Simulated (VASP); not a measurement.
# Ge in VASP: further runs

Aim: see how the results for Ge move with the level of theory and the settings. Levels: RPBE+D3(BJ), PBEsol+D4, RPBE+D4. Tasks: single point.

All numbers are computed with VASP 6.6.1; they aren't measurements. Logs are shortened: lines on timing, memory, paths and dates and some standing lists are left out, and cuts for length are marked.

### Step 1. The cell of the first run

The typed cell holds 2 atoms: a = 3.691 Å, b = 3.691 Å, c = 3.691 Å, α = 97.32°, β = 97.31°, γ = 138.19°.

### Step 2. Single point, RPBE+D3(BJ)

INCAR reads:

```
PREC     = Accurate       # precision mode
ENCUT    = 500            # plane-wave cutoff, eV
EDIFF    = 1E-6           # SCF threshold, eV
ISMEAR   = -1             # smearing method
SIGMA    = 0.05           # smearing width, eV
LREAL    = False          # projectors in reciprocal space
LASPH    = True           # aspherical terms in the spheres
NELM     = 120            # most SCF steps
ALGO     = Normal         # electronic algorithm
ISIF     = 2              # what is computed and relaxed
LWAVE    = False          # write WAVECAR
LCHARG   = False          # write CHGCAR
GGA      = RP             # functional
IVDW     = 12             # dispersion correction
NBANDS   = 21             # bands
GGA_COMPAT= False
```

KPOINTS reads:

```
Automatic mesh
0
Gamma
  11 11 11
```

POSCAR reads:

```
Ge
1.0
   -2.4380664310      2.4383892059      1.3170026972
    2.4380664310     -2.4383892059      1.3170026972
    2.4380664310      2.4383892059     -1.3170026972
Ge
2
Direct
    0.3748552999      0.1248552999      0.2500000000
    0.6251447001      0.8751447001      0.7500000000
```

Potentials or basis: VASP PAW PBE potentials, release 64 (Ge_d).

The run is started by

```console
cat potpaw_PBE.64/Ge_d/POTCAR > POTCAR
mpirun -np 1 vasp_std > vasp.out
```

OUTCAR:

```text
PREC = Accurate
   ENCUT = 500
   EDIFF = 1E-6
   ISMEAR = -1
   LREAL = False
   LASPH = True
   NELM = 120
   ISIF = 2
   GGA = RP
   IVDW = 12
 IVDW          = 12

 ion  position               nearest neighbor table
   1  0.375  0.125  0.250-   2 2.53   2 2.53   2 2.53   2 2.53
   2  0.625  0.875  0.750-   1 2.53   1 2.53   1 2.53   1 2.53

  LATTYP: Found a body centered orthorhombic cell.
 ALAT       =     2.6340053944
 B/A-ratio  =     1.8512235671
 C/A-ratio  =     1.8514686501

  Lattice vectors:

 A1 = (   2.4380664310,  -2.4383892059,   1.3170026972)
 A2 = (  -2.4380664310,  -2.4383892059,  -1.3170026972)
 A3 = (   2.4380664310,   2.4383892059,  -1.3170026972)

Analysis of symmetry for initial positions (statically):
=====================================================================
 Subroutine PRICEL returns:
 Original cell was already a primitive cell.

 Routine SETGRP: Setting up the symmetry group for a
 body centered orthorhombic supercell.

 Subroutine GETGRP returns: Found  8 space group operations
 (whereof  4 operations were pure point group operations)
 out of a pool of  8 trial point group operations.

The static configuration has the point symmetry C_2h.
 The point group associated with its full space group is D_2h.

Analysis of symmetry for dynamics (positions and initial velocities):
=====================================================================
 Subroutine PRICEL returns:
 Original cell was already a primitive cell.

 Routine SETGRP: Setting up the symmetry group for a
 body centered orthorhombic supercell.

 Subroutine GETGRP returns: Found  8 space group operations
 (whereof  4 operations were pure point group operations)
 out of a pool of  8 trial point group operations.

The dynamic configuration has the point symmetry C_2h.
 The point group associated with its full space group is D_2h.

 Subroutine INISYM returns: Found  8 space group operations
 (whereof  4 operations are pure point group operations),
 and found     1 'primitive' translations

----------------------------------------------------------------------------------------

                                     Primitive cell

  volume of cell :      31.3181

  direct lattice vectors                    reciprocal lattice vectors
    -2.438066431  2.438389206  1.317002697     0.000000000  0.205053401  0.379649944
     2.438066431 -2.438389206  1.317002697     0.205080548  0.000000000  0.379649944
[... 82 lines left out ...]
   LASPH  =      T    aspherical Exc in radial PAW
   ENCUT  =  500.0 eV  36.75 Ry    6.06 a.u.   6.73  6.73  6.73*2*pi/ulx,y,z
   NELM   =    120;   NELMIN=  2; NELMDL= -5     # of ELM steps
   EDIFF  = 0.1E-05   stopping-criterion for ELM
   LREAL  =      F    real-space projection
   EDIFFG = 0.1E-04   stopping-criterion for IOM
   NSW    =      0    number of steps for IOM
   IBRION =     -1    ionic relax: 0-MD 1-quasi-New 2-CG
   NFREE  =      0    steps in history (QN), initial steepest desc. (CG)
   ISIF   =      2    stress and relaxation
   ISYM   =      2    0-nonsym 1-usesym 2-fastsym
   POTIM  = 0.5000    time-step for ionic-motion
   TEBEG  =    0.0;   TEEND  =   0.0 temperature during run
   PSTRESS=    0.0 pullay stress
   NELECT =      28.0000    total number of electrons
   NUPDOWN=      -1.0000    fix difference up-down
   EMIN   =  10.00;   EMAX   =-10.00  energy-range for DOS
   EFERMI =   0.00;   METHOD = LEGACY
   ISMEAR =    -1;   SIGMA  =   0.05  broadening in eV -4-tet -1-fermi 0-gaus
   EFERMI_NEDOS =   21; number of points for ismear=-14 and -15
   IALGO  =     38    algorithm
   IMIX   =      4    mixing-type and parameters
     AMIX     =   0.40;   BMIX     =  1.00
     AMIX_MAG =   1.60;   BMIX_MAG =  1.00
  volume/ion in A,a.u.               =      15.66       105.67
  Fermi-wavevector in a.u.,A,eV,Ry     =   1.577112  2.980309 33.841514  2.487281
  Thomas-Fermi vector in A             =   2.677843
   LORBIT       =      0    0 simple, 1 ext, 2 COOP (PROOUT), +10 PAW based schemes
   GGA     = RP    functional components
   LHFCALC =     F    Hartree Fock is set to
   AEXX    =    0.0000 exact exchange contribution
   IVDW    =    12    specifies the selected vdW correction
   LEPSILON=     F    determine dielectric tensor
   LRPA    =     F    only Hartree local field effects (RPA)
 non-spin polarized calculation
  energy-cutoff  :      500.00
  volume of cell :       31.32
 maximum number of plane-waves:       808
   NGX = 13   NGY = 13   NGZ = 13

 number of electron      28.0000011 magnetization

 Free energy of the ion-electron system (eV)
  ---------------------------------------------------
  ext. energy  EPLUGINS =         0.00000000
  ---------------------------------------------------
  free energy    TOTEN  =        -7.30858463 eV

  energy without entropy =       -7.30253086  energy(sigma->0) =       -7.30555775

 E-fermi :   9.0229     XC(G=0): -12.0924

 val. band max:        8.9830404059   @ k =  -0.2727   0.2727  -0.0000
 cond. band min:       9.0346482305   @ k =   0.2727  -0.0000   0.0000
 fundamental gap:      0.0516078246
 Fermi energy:         9.0229304214

 k-point     1 :       0.0000    0.0000    0.0000
  band No.  band energies     occupation
      1     -16.1018      2.00000
      2     -16.0326      2.00000
      3     -15.9969      2.00000
      4     -15.9907      2.00000
      5     -15.8096      2.00000
      6     -15.8092      2.00000
[... 565 lines left out ...]
     20      20.0761      0.00000
     21      20.8273      0.00000

 [... further k-points ...]

------------------------ aborting loop because EDIFF is reached ----------------------------------------

 Edisp (eV)   -4.24987

 E8    (eV) :    -2.7722

  FORCE on cell =-STRESS in cart. coord.  units (eV):
  Direction    XX          YY          ZZ          XY          YZ          ZX
  --------------------------------------------------------------------------------------
  -------------------------------------------------------------------------------------
  Total      -0.01573    -0.01821    -0.00287     0.00000     0.00000     0.00000
  in kB      -0.80493    -0.93176    -0.14701     0.00000     0.00000     0.00000
  external pressure =       -0.63 kB  Pullay stress =        0.00 kB

 VOLUME and BASIS-vectors are now :
 -----------------------------------------------------------------------------
  energy-cutoff  :      500.00
  volume of cell :       31.32
      direct lattice vectors                 reciprocal lattice vectors
    -2.438066431  2.438389206  1.317002697     0.000000000  0.205053401  0.379649944
     2.438066431 -2.438389206  1.317002697     0.205080548  0.000000000  0.379649944
     2.438066431  2.438389206 -1.317002697     0.205080548  0.205053401  0.000000000

 POSITION                                       TOTAL-FORCE (eV/Angst)
 -----------------------------------------------------------------------------------
      0.00000      1.21919      0.32887        -0.000000      0.000000     -0.000017
      2.43807      1.21919      0.98813         0.000000     -0.000000      0.000017
 -----------------------------------------------------------------------------------
    total drift:                                0.000000      0.000000     -0.000000

  FREE ENERGIE OF THE ION-ELECTRON SYSTEM (eV)
  ---------------------------------------------------
  free  energy   TOTEN  =       -11.5584547071 eV

  energy  without entropy=      -11.5524009448  energy(sigma->0) =      -11.55542783
```

OSZICAR:

```text
N       E                     dE             d eps       ncg     rms          rms(c)
DAV:   1     0.165287113462E+03    0.16529E+03   -0.13614E+04 10781   0.390E+03
DAV:   2     0.132018644950E+02   -0.15209E+03   -0.14709E+03  9157   0.567E+02
DAV:   3    -0.686642289002E+01   -0.20068E+02   -0.19903E+02 10290   0.124E+02
DAV:   4    -0.734329147318E+01   -0.47687E+00   -0.47651E+00 10276   0.227E+01
DAV:   5    -0.734934306505E+01   -0.60516E-02   -0.60514E-02 10183   0.266E+00    0.309E+00
DAV:   6    -0.732390865137E+01    0.25434E-01   -0.17510E-02 12365   0.252E+00    0.176E+00
DAV:   7    -0.730875950973E+01    0.15149E-01   -0.16757E-02 12210   0.204E+00    0.137E-01
DAV:   8    -0.730858780491E+01    0.17170E-03   -0.23633E-03 11808   0.944E-01    0.518E-02
DAV:   9    -0.730858737899E+01    0.42592E-06   -0.11775E-04 12127   0.194E-01    0.192E-02
DAV:  10    -0.730858507722E+01    0.23018E-05   -0.52523E-06  9919   0.227E-02    0.174E-03
DAV:  11    -0.730858462644E+01    0.45078E-06   -0.27706E-07  6786   0.994E-03
   1 F= -.11558455E+02 E0= -.11555428E+02  d E =-.605376E-02
```

It took 94 s on 1 thread of Intel Xeon 8259CL, shared host; peak memory 0.24 GiB.

What came out:

* Free energy: -11.5585 eV
* Pressure: -0.1 GPa
* Band gap on the k mesh: zero (bands 14 and 15 overlap by 5.93 eV)
* Dispersion energy per atom: -2.125 eV

Caveat: the dispersion term is far too large for a dense solid, which distorts pressure and volume; the PAW data sets were made with another functional, which shifts forces and pressure a little.

### Step 3. Single point, PBEsol+D4

This run uses another cell than the first one, of 17.94 Å³/atom.

INCAR reads:

```
ALGO     = Normal         # electronic algorithm
EDIFF    = 1E-6           # SCF threshold, eV
ENCUT    = 500            # plane-wave cutoff, eV
GGA      = PS             # functional
GGA_COMPAT= F            
ISIF     = 2              # what is computed and relaxed
ISMEAR   = -1             # smearing method
IVDW     = 13             # dispersion correction
LASPH    = T              # aspherical terms in the spheres
LCHARG   = F              # write CHGCAR
LREAL    = F              # projectors in reciprocal space
LWAVE    = F              # write WAVECAR
NBANDS   = 21             # bands
NELM     = 120            # most SCF steps
PREC     = Accurate       # precision mode
SIGMA    = 0.05           # smearing width, eV
```

KPOINTS reads:

```
k-points
0
Gamma
  11 11 11
```

POSCAR reads:

```
Ge
1.0
   -2.5487354177      2.5494241903      1.3803804406
    2.5487354177     -2.5494241903      1.3803804406
    2.5487354177      2.5494241903     -1.3803804406
Ge
2
Direct
    0.3746597513      0.1246597513      0.2500000000
    0.6253402487      0.8753402487      0.7500000000
```

Potentials or basis: VASP PAW PBE potentials, release 64 (Ge_d).

The run is started by

```console
cat potpaw_PBE.64/Ge_d/POTCAR > POTCAR
mpirun -np 1 vasp_std > vasp.out
```

It took 100 s on 1 thread of Intel Xeon 8259CL, shared host; peak memory 0.25 GiB.

Results (log left out):

```yaml
Free_energy: -9.9996 eV
Pressure: -0.1 GPa
Band_gap_on_the_k_mesh: zero (bands 14 and 15 overlap by 4.91 eV)
Dispersion_energy_per_atom: -0.232 eV
```

Levels at points of the mesh, in eV from the Fermi level:
| k point | band 10 | band 11 | band 12 | band 13 | band 14 | band 15 | band 16 | band 17 | band 18 | band 19 |
| --- | --- | --- | --- | --- | --- | --- | --- | --- | --- | --- |
| (0.00, 0.00, 0.00) | -24.39 | -13.64 | -4.03 | -2.49 | -2.48 | 3.13 | 7.74 | 7.75 | 8.42 | 8.64 |

Caveat: the PAW data sets were made with another functional, which shifts forces and pressure a little.

### Step 4. Single point, RPBE+D4

This run uses another cell than the first one, of 18.20 Å³/atom.

INCAR reads:

```
SYSTEM = Ge
  PREC = Accurate
  ENCUT = 500
  EDIFF = 1E-6
  ISMEAR = -1
  SIGMA = 0.05
  LREAL = .FALSE.
  LASPH = .TRUE.
  NELM = 120
  ALGO = Normal
  ISIF = 2
  LWAVE = .FALSE.
  LCHARG = .TRUE.
  GGA = RP
  IVDW = 13
  LELF = .TRUE.
  LVHAR = .TRUE.
  NBANDS = 21
  GGA_COMPAT = .FALSE.
```

KPOINTS reads:

```
Automatic mesh
0
G
  11 11 11
  0 0 0
```

POSCAR reads:

```
Ge
1.0
   -2.5589530927      2.5587641652      1.3901209585
    2.5589530927     -2.5587641652      1.3901209585
    2.5589530927      2.5587641652     -1.3901209585
Ge
2
Direct
    0.3749847616      0.1249847616      0.2500000000
    0.6250152384      0.8750152384      0.7500000000
```

The run is started by

```console
cat potpaw_PBE.64/Ge_d/POTCAR > POTCAR
mpirun -np 1 vasp_std > vasp.out
```

Run time: 1.8 min. Hardware: 1 thread of Intel Xeon 8259CL, shared host; peak memory 0.24 GiB.

The run converged. Its results:

```
Free energy                : -9.3349 eV
Pressure                   : -0.2 GPa
Band gap on the k mesh     : zero (bands 14 and 15 overlap by 4.87 eV)
Dispersion energy per atom : -0.776 eV
```

Levels at points of the mesh, in eV from the Fermi level:
```csv
k point,band 11,band 12,band 13,band 14,band 15,band 16,band 17,band 18
"(0.00, 0.00, 0.00)",-13.49,-3.98,-2.44,-2.44,3.17,7.73,7.73,8.27
```

Caveat: the PAW data sets were made with another functional, which shifts forces and pressure a little.

### Step 5. Overview

```tsv
level	cell	gap on the mesh (eV)	pressure (GPa)
RPBE+D3(BJ)	a = 3.691 Å, angles 97.3, 97.3, 138.2°, 2 atoms, atomic positions A	none	-0.1
PBEsol+D4	a = 3.860 Å, angles 97.4, 97.3, 138.1°, 2 atoms, atomic positions B	none	-0.1
RPBE+D4	a = 3.877 Å, angles 97.4, 97.4, 138.0°, 2 atoms, atomic positions C	none	-0.2
```

Alike in all rows: task single point; potentials or basis VASP PAW PBE potentials, release 64 (Ge_d); no spin polarisation; k mesh 11 × 11 × 11; cutoff (eV) 500; smearing fermi-dirac 0.05 eV.

Caveats: the PAW data sets were made with another functional, which shifts forces and pressure a little; the dispersion term is far too large for a dense solid, which distorts pressure and volume (at least some runs).

Absolute energies hang on the potentials; compare differences alone.

The gap in the log of VASP goes by the Fermi energy; the results here count the filled bands.